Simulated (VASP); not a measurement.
Wanted: the native input for a VASP 6.6.1 run.

```
Task                               : single point
Functional                         : HSE06
Potentials or basis                : VASP PAW PBE potentials, release 64 (Zn, S)
Cutoff                             : 520 eV
k mesh                             : 6 × 6 × 6
Occupations                        : gaussian, width 0.01 eV
Spin                               : no spin polarisation
Dipole correction                  : no
Grid for exact exchange (PRECFOCK) : Normal
Further INCAR settings             : ALGO = Normal; EDIFF = 1e-06; NBANDS = 16
Share of exact exchange            : 0.25
Screening parameter                : 0.2079 1/Å
```

The system is ZnS.

```
Zn S
1.0
     0.07719    2.69410    2.69410
     2.69410    0.07719    2.69410
     2.77128    2.77128    0.00000
Zn S
1 1
Direct
  0.24491 0.24491 0.25509
  0.00509 0.00509 0.99491
```

This cell differs from its parent crystal: shear xy strain +5.7%.

One way to write it, as run:

POSCAR

```
ZnS
1.0
    0.0771858376      2.6940955541      2.6940955541
    2.6940955541      0.0771858376      2.6940955541
    2.7712813917      2.7712813917      0.0000000000
Zn S
1 1
Direct
    0.2449123997      0.2449123997      0.2550876003
    0.0050876003      0.0050876003     -0.0050876003
```

INCAR.step1

```
SYSTEM = ZnS
ALGO     = Normal         ! electronic algorithm
EDIFF    = 1E-5           ! SCF threshold, eV
ENCUT    = 520            ! plane-wave cutoff, eV
GGA      = PE             ! functional
ISIF     = 2              ! what is computed and relaxed
ISMEAR   = 0              ! smearing method
KPAR     = 2            
LASPH    = .TRUE.         ! aspherical terms in the spheres
LCHARG   = .FALSE.        ! write CHGCAR
LREAL    = .FALSE.        ! projectors in reciprocal space
LWAVE    = .TRUE.         ! write WAVECAR
NBANDS   = 16             ! bands
NELM     = 60             ! most SCF steps
PREC     = Accurate       ! precision mode
SIGMA    = 0.01           ! smearing width, eV
```

INCAR.step2

```
SYSTEM = ZnS
ALGO     = Normal         ! electronic algorithm
EDIFF    = 1E-6           ! SCF threshold, eV
ENCUT    = 520            ! plane-wave cutoff, eV
GGA      = PE             ! functional
HFSCREEN = 0.2079         ! screening, 1/A
ISIF     = 2              ! what is computed and relaxed
ISMEAR   = 0              ! smearing method
ISTART   = 1            
KPAR     = 2            
LASPH    = .TRUE.         ! aspherical terms in the spheres
LCHARG   = .FALSE.        ! write CHGCAR
LHFCALC  = .TRUE.         ! exact exchange
LREAL    = .FALSE.        ! projectors in reciprocal space
LWAVE    = .FALSE.        ! write WAVECAR
NBANDS   = 16             ! bands
NELM     = 60             ! most SCF steps
PREC     = Accurate       ! precision mode
PRECFOCK = Normal       
SIGMA    = 0.01           ! smearing width, eV
```

KPOINTS

```
k-points
0
G
  6 6 6
  0 0 0
```

Potentials or basis: VASP PAW PBE potentials, release 64 (Zn, S).

Launch:

```console
$ cat potpaw_PBE.64/Zn/POTCAR potpaw_PBE.64/S/POTCAR > POTCAR
$ cp INCAR.step1 INCAR
$ mpirun -np 2 vasp_std > vasp.out
$ cp INCAR.step2 INCAR
$ mpirun -np 2 vasp_std > vasp.out
```

Results of the run:

```
Pressure               : 1.6 GPa
Largest force          : 0.013 eV/Å
Band gap on the k mesh : 3.14 eV
```

Caveat: the cell differs from its parent crystal (shear xy strain +5.7%); the PAW data sets were made with another functional, which shifts forces and pressure a little.

It took 37 min on 2 MPI ranks on Intel(R) Xeon(R) 6975P-C (Granite Rapids), on a shared host, peak memory 0.28 GiB a rank.
